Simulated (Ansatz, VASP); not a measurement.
# BaTiO3: VASP beside Ansatz

POSCAR

```
BaTiO3
1.0
    4.0514814922      0.0000000000      0.0000000000
    0.0000000000      4.0514814922      0.0000000000
    0.0000000000      0.0000000000      4.0125839363
Ba Ti O
1 1 3
Direct
    0.5000000000      0.5000000000      0.5807531748
    0.0000000000      0.0000000000      0.0960831836
    0.0000000000      0.5000000000      0.0652048700
    0.5000000000      0.0000000000      0.0652048700
    0.0000000000      0.0000000000      0.5527508916
```

INCAR.step1

```
  PREC = Accurate
  ENCUT = 520
  ISMEAR = 0
  SIGMA = 0.01
  LREAL = False
  LASPH = True
  NELM = 150
  MAGMOM = 0 0 0 0 0 0 0 0 0 0 0 0 0 0 0
  LSORBIT = True
  GGA_COMPAT = False
  LMAXMIX = 4
  NBANDS = 55
  GGA = PE
  ALGO = Normal
  EDIFF = 1E-4
  LWAVE = True
  LCHARG = False
```

The input INCAR.step2:

```
  PREC = Accurate
  ENCUT = 520
  EDIFF = 1E-6
  ISMEAR = 0
  SIGMA = 0.01
  LREAL = False
  LASPH = True
  NELM = 150
  ALGO = Normal
  ISIF = 2
  LWAVE = False
  LCHARG = False
  MAGMOM = 0 0 0 0 0 0 0 0 0 0 0 0 0 0 0
  LORBIT = 11
  LSORBIT = True
  GGA_COMPAT = False
  LORBMOM = True
  LMAXMIX = 4
  METAGGA = R2SCAN
  LMIXTAU = True
  NBANDS = 55
  ISTART = 1
```

The input KPOINTS:

```
Automatic mesh
0
Gamma
  6 6 6
```

Input for Ansatz:

```yaml
crystal:
  lattice:
    - [4.0514814922, 0.0, 0.0]
    - [0.0, 4.0514814922, 0.0]
    - [0.0, 0.0, 4.0125839363]
  atoms:
    - { symbol: Ba, position: [0.5, 0.5, 0.5807531748] }
    - { symbol: Ti, position: [0.0, 0.0, 0.0960831836] }
    - { symbol: O, position: [0.0, 0.5, 0.06520487] }
    - { symbol: O, position: [0.5, 0.0, 0.06520487] }
    - { symbol: O, position: [0.0, 0.0, 0.5527508916] }
kpoints:
  mp_grid: { grid: [6, 6, 6] }
  band_path:
    path:
      - [0.0, 0.0, 0.0]
      - [0.0, 0.5, 0.0]
      - [0.5, 0.5, 0.0]
      - [0.0, 0.0, 0.5]
      - [0.0, 0.5, 0.5]
      - [0.5, 0.5, 0.5]
    npoints: 1
hamiltonian:
  xc: r2scan
scf:
  occupations: { method: fixed }
  n_extra_bands: 10
magnetization:
  noncollinear: true
  spin_orbit: true
output:
  forces: true
  stress: true
  eigenvalues: true
  write_density: true
  write_potential: true
  elf: true
  volumetric_format: npy
```

Change from the starting cell: epitaxial_xy strain +2.0%.

Alike in both runs: task single point; functional r2SCAN; k mesh 6 × 6 × 6; non-collinear spin, spin-orbit coupling.

|  | VASP | Ansatz |
| --- | --- | --- |
| version | VASP 6.6.1 | Ansatz 0.2.0 |
| potentials or method | VASP PAW PBE potentials, release 64 (Ba_sv, Ti_sv, O) | plane waves, PAW |
| plane-wave cutoff (eV) | 520 | 500 |
| occupations | gaussian, width 0.01 eV | fixed |
| valence electrons in the cell | 40 | 40 |

|  | VASP | Ansatz | Ansatz less VASP |
| --- | --- | --- | --- |
| pressure (GPa) | -1.8 | -3.7 | -1.83 |
| traceless stress, the component that is largest in VASP (GPa) | 3.88 | 3.66 | -0.223 |
| rms of the force components (eV/Å) | 0.055 | 0.000 | -0.0553 |

VASP's potentials were made for PBE, not for r2SCAN. Atom by atom the forces differ by 0.055 eV/Å (rms over components).
